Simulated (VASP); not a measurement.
Wanted: the native input for a VASP 6.6.1 run.

```
Task                   : single point
Functional             : PBE
Potentials or basis    : VASP PAW PBE potentials, release 64 (Gd, Mn_pv)
Cutoff                 : 520 eV
k mesh                 : 6 × 6 × 6
Occupations            : gaussian, width 0.05 eV
Spin                   : collinear spin, ferrimagnetic start
Starting moments       : [7.93, -3.66, -3.66, -3.66] μB
Hubbard terms          : Gd f U = 6.0 eV
Dipole correction      : no
Further INCAR settings : ALGO = Normal; EDIFF = 1e-06; NBANDS = 40
```

The structure of GdMn3 lies in POSCAR:

```
GdMn3
1.0
    4.0889126878      0.0000000000      0.0000000000
    0.0000000000      4.0889126878      0.0000000000
    0.0000000000      0.0000000000      4.0889126878
Gd Mn
1 3
Direct
    0.0000000000      0.0000000000      0.0000000000
    0.0000000000      0.5000000000      0.5000000000
    0.5000000000      0.5000000000      0.0000000000
    0.5000000000      0.0000000000      0.5000000000
```

These files were run (other wordings do the same):

INCAR

```
SYSTEM = GdMn3
ALGO = Normal ; EDIFF = 1E-6
ENCUT = 520 ; GGA = PE
ISIF = 2 ; ISMEAR = 0
ISPIN = 2 ; LASPH = .True.
LCHARG = .True. ; LDAU = .True.
LDAUJ = 0 0 ; LDAUL = 3 -1
LDAUPRINT = 1 ; LDAUTYPE = 2
LDAUU = 6 0 ; LELF = .True.
LMAXMIX = 6 ; LORBIT = 11
LREAL = .False. ; LVHAR = .True.
LWAVE = .False. ; MAGMOM = 7.93 -3.66 -3.66 -3.66
NBANDS = 40 ; NELM = 150
PREC = Accurate ; SIGMA = 0.05
```

KPOINTS

```
k-points
0
Gamma
  6 6 6
  0 0 0
```

Potentials or basis: VASP PAW PBE potentials, release 64 (Gd, Mn_pv).

Command:

```sh
$ cat potpaw_PBE.64/Gd/POTCAR potpaw_PBE.64/Mn_pv/POTCAR > POTCAR
$ mpirun -np 1 vasp_std > vasp.out
```

It gave:

```json
{
 "Pressure": "2.5 GPa",
 "Net moment": "-2.66 μB per cell",
 "Site moments": "Gd +7.05; Mn -3.28 μB",
 "Valence electrons inside the program's atomic spheres": "Gd 15.38; Mn 11.56"
}
```

It took 4.6 min on 1 thread of Oxide Virtual Turin-like Processor, with other jobs on the host, peak memory 0.21 GiB.
